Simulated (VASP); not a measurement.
Write the native input for VASP 6.6.1 that does the following.

| Quantity | Value |
| --- | --- |
| Task | relaxation of cell and atoms |
| Functional | PBE |
| Potentials or basis | VASP PAW PBE potentials, release 64 (Zr_sv, Si, Ge_d, Pd) |
| Cutoff | 600 eV |
| k mesh | 4 × 4 × 4 |
| Occupations | gaussian, width 0.2 eV |
| Spin | no spin polarisation |
| Dipole correction | no |
| Further INCAR settings | ALGO = Normal; EDIFF = 1e-07; IBRION = 2; EDIFFG = -0.08; NSW = 36; ISIF = 3 |

The structure of Zr2Si4GePd lies in POSCAR:

```
Zr2Si4GePd
1.0
   -3.3437416300      3.3437416300      2.8975737200
    3.3437416300     -3.3437416300      2.8975737200
    3.3437416300      3.3437416300     -2.8975737200
Zr Si Ge Pd
2 4 1 1
Direct
    0.5000000000      0.0000000000      0.5000000000
    0.0000000000      0.5000000000      0.5000000000
    0.9018200000      0.5593709900      0.0000000000
    0.5593709900      0.9018200000      0.0000000000
    0.0981800000      0.0981800000      0.6575509900
    0.4406290100      0.4406290100      0.3424490100
    0.5000000000      0.5000000000      0.0000000000
    0.0000000000      0.0000000000      0.0000000000
```

The cell was generated, and may not be a known phase.

The input as run:

INCAR

```
SYSTEM = Zr2Si4GePd
  PREC = Accurate
  ENCUT = 600
  EDIFF = 1E-7
  ISMEAR = 0
  SIGMA = 0.2
  LREAL = .False.
  LASPH = .True.
  NELM = 80
  ALGO = Normal
  ISIF = 3
  LWAVE = .False.
  LCHARG = .False.
  GGA = PE
  IBRION = 2
  NSW = 36
  EDIFFG = -0.08
```

KPOINTS

```
regular mesh
0
Gamma
  4 4 4
  0 0 0
```

Potentials or basis: VASP PAW PBE potentials, release 64 (Zr_sv, Si, Ge_d, Pd).

The run is started by

```console
$ cat potpaw_PBE.64/Zr_sv/POTCAR potpaw_PBE.64/Si/POTCAR potpaw_PBE.64/Ge_d/POTCAR potpaw_PBE.64/Pd/POTCAR > POTCAR
$ mpirun -np 1 vasp_std > vasp.out
```

Results of the run:

The relaxed volume is 16.43 Å³/atom. The relaxed cell is a = 5.630 Å, b = 5.630 Å, c = 5.630 Å, α = 116.91°, β = 116.91°, γ = 95.44°, the space group after relaxing (to 0.1 Å) is I-42m (No. 121) and the energy gained by relaxing is 572.1 meV/atom. The ionic steps are 21. The pressure after relaxing is -0.1 GPa. The largest force after relaxing is 0.045 eV/Å. The band gap on the k mesh is zero (bands 32 and 33 overlap by 0.51 eV).

Caveat: the relaxation stopped at a loose force limit of 0.08 eV/Å, so its end isn't a converged minimum.

It took 49 min on 1 thread of Intel Xeon 8259CL, on a shared host, peak memory 0.41 GiB.
